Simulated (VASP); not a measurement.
Wanted: the native input for a VASP 6.6.1 run.

| Property | Result |
| --- | --- |
| Task | single point |
| Functional | PBEsol |
| Potentials or basis | VASP PAW PBE potentials, release 64 (Cu, O) |
| Cutoff | 520 eV |
| k mesh | 6 × 6 × 4 |
| Occupations | gaussian, width 0.1 eV |
| Spin | collinear spin, ferromagnetic start |
| Starting moments | [1.0, 1.0, 0.0, 0.0] μB |
| Dipole correction | no |
| Further INCAR settings | ALGO = Normal; EDIFF = 1e-07; NBANDS = 29 |

The structure of CuO lies in POSCAR:

```
CuO
1.0
    1.9909680000     -2.1535500000      0.0000000000
    1.9909680000      2.1535500000      0.0000000000
    0.0000000000      0.0000000000      5.1559280000
Cu O
2 2
Direct
    0.0000000000      0.5000000000      0.0000000000
    0.5000000000      0.0000000000      0.5000000000
    0.5000000000      0.5000000000      0.2500000000
    0.5000000000      0.5000000000      0.7500000000
```

One way to write it, as run:

INCAR

```
PREC     = Accurate       # precision mode
ENCUT    = 520            # plane-wave cutoff, eV
EDIFF    = 1E-7           # SCF threshold, eV
ISMEAR   = 0              # smearing method
SIGMA    = 0.1            # smearing width, eV
LREAL    = F              # projectors in reciprocal space
LASPH    = T              # aspherical terms in the spheres
NELM     = 150            # most SCF steps
ALGO     = Normal         # electronic algorithm
ISIF     = 2              # what is computed and relaxed
LWAVE    = F              # write WAVECAR
LCHARG   = F              # write CHGCAR
ISPIN    = 2              # spin polarisation
MAGMOM   = 1 1 0 0        # initial moments
LORBIT   = 11             # projections on sites
LMAXMIX  = 4              # l up to which the mixer works
GGA      = PS             # functional
NBANDS   = 29             # bands
```

KPOINTS

```
Automatic mesh
0
Gamma
  6 6 4
```

Potentials or basis: VASP PAW PBE potentials, release 64 (Cu, O).

The run is started by

```sh
$ cat potpaw_PBE.64/Cu/POTCAR potpaw_PBE.64/O/POTCAR > POTCAR
$ mpirun -np 1 vasp_std > vasp.out
```

Results of the run:

```json
{"Pressure": "-5.4 GPa", "Band gap on the k mesh": "zero (filled and empty bands overlap)", "Net moment": "0.00 μB per cell", "Valence electrons inside the program's atomic spheres": "Cu 9.91; O 4.93"}
```

Caveat: the PAW data sets were made with another functional, which shifts forces and pressure a little; semilocal functionals often make such compounds metallic where correlation or magnetic order opens a gap, which also shifts bond lengths.

It took 90 s on 1 thread of Intel(R) Xeon(R) Platinum 8259CL CPU @ 2.50GHz (Skylake/Cascade Lake) (shared host), peak memory 0.21 GiB.
